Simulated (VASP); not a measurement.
A run of VASP 6.6.1 is set up as follows.

The input INCAR:

```
PREC = Accurate
ENCUT = 600
EDIFF = 1E-6
ISMEAR = -1
SIGMA = 0.15
LREAL = F
LASPH = T
NELM = 120
ALGO = Normal
ISIF = 2
LWAVE = F
LCHARG = F
GGA = CA
NBANDS = 15
GGA_COMPAT = F
```

Contents of KPOINTS:

```
Automatic mesh
0
Gamma
  11 11 6
```

POSCAR

```
Os
1.0
    2.8051471415      0.0000000000      0.0000000000
   -1.4025735707      2.4293286895      0.0000000000
    0.0000000000      0.0000000000      4.4319498581
Os
2
Direct
    0.3333333333      0.6666666667      0.2500000000
    0.6666666667      0.3333333333      0.7500000000
```

Potentials or basis: VASP PAW LDA potentials, release 64 (Os).

Run with:

```sh
$ cat potpaw_LDA.64/Os/POTCAR > POTCAR
$ mpirun -np 1 vasp_std > vasp.out
```

Problem. What does it give for the band gap on the k mesh?

Solution. Zero (bands 8 and 9 overlap by 3.43 eV).

Problem. What does it give for the pressure?

Solution. -33.7 GPa.

Stress tensor (GPa, compression positive):
```
-33.01   0.00   0.00
  0.00 -33.01   0.00
  0.00   0.00 -34.98
```

Caveat: the cell stands under tension; spin-orbit coupling is left out, which moves the levels of the heavy elements.
